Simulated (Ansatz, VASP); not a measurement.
Given: the input of a run of VASP 6.6.1 on Pb.

Contents of POSCAR:

```
Pb
1.0
    0.0000000000      2.4584086270      2.4584086270
    2.4584086270      0.0000000000      2.4584086270
    2.4584086270      2.4584086270      0.0000000000
Pb
1
Direct
    0.0000000000      0.0000000000      0.0000000000
```

Contents of INCAR.step1:

```
ALGO     = Normal         # electronic algorithm
EDIFF    = 1E-4           # SCF threshold, eV
ENCUT    = 520            # plane-wave cutoff, eV
GGA      = PE             # functional
ISMEAR   = -1             # smearing method
LASPH    = True           # aspherical terms in the spheres
LCHARG   = False          # write CHGCAR
LREAL    = False          # projectors in reciprocal space
LWAVE    = True           # write WAVECAR
NBANDS   = 13             # bands
NELM     = 80             # most SCF steps
PREC     = Accurate       # precision mode
SIGMA    = 0.05           # smearing width, eV
```

Contents of INCAR.step2:

```
ALGO     = Normal         # electronic algorithm
EDIFF    = 1E-6           # SCF threshold, eV
ENCUT    = 520            # plane-wave cutoff, eV
ISIF     = 2              # what is computed and relaxed
ISMEAR   = -1             # smearing method
ISTART   = 1            
IVDW     = 12             # dispersion correction
LASPH    = True           # aspherical terms in the spheres
LCHARG   = False          # write CHGCAR
LMIXTAU  = True         
LREAL    = False          # projectors in reciprocal space
LWAVE    = False          # write WAVECAR
METAGGA  = R2SCAN         # meta-GGA
NBANDS   = 13             # bands
NELM     = 80             # most SCF steps
PREC     = Accurate       # precision mode
SIGMA    = 0.05           # smearing width, eV
VDW_A1   = 0.49484001   
VDW_A2   = 5.73083694   
VDW_S6   = 1.0          
VDW_S8   = 0.78981345
```

KPOINTS

```
k-points
0
Gamma
  9 9 9
```

Potentials or basis: VASP PAW PBE potentials, release 64 (Pb_d).

Run with:

```console
$ cat potpaw_PBE.64/Pb_d/POTCAR > POTCAR
$ cp INCAR.step1 INCAR
$ mpirun -np 1 vasp_std > vasp.out
$ cp INCAR.step2 INCAR
$ mpirun -np 1 vasp_std > vasp.out
```

Question: Translate it to Ansatz 0.2.0. Potentials there: Ansatz PAW.

Answer: As run (the cutoff follows the program's own potentials):

input.yaml

```yaml
crystal:
  lattice:
    - [0.0, 2.458408627, 2.458408627]
    - [2.458408627, 0.0, 2.458408627]
    - [2.458408627, 2.458408627, 0.0]
  atoms:
    - { symbol: Pb, position: [0.0, 0.0, 0.0] }
hamiltonian:
  xc: r2scan
  pseudopotentials: { kind: paw }
  dispersion: d3bj
kpoints:
  mp_grid: { grid: [9, 9, 9] }
scf:
  occupations: { method: fermi_dirac, width: 0.05 }
output:
  forces: true
  stress: true
  eigenvalues: true
```

Potentials or basis: Ansatz PAW.

Launch:

```bash
$ ansatz run input.yaml --threads 2 --pin off --max-ram 5120MiB --backend cpu --events-out ev --progress --plain --runs-dir out
```

Both were run:

|  | VASP | Ansatz | Ansatz less VASP |
| --- | --- | --- | --- |
| gap on the k mesh at the Fermi level (eV) | none | none | - |
| pressure (GPa) | 1.1 | 1.1 | 0.00 |

VASP's potentials were made for PBE, not for r2SCAN. A gap of «none» marks a metal or a gap that the smearing closes.

Spin-orbit coupling is off throughout.
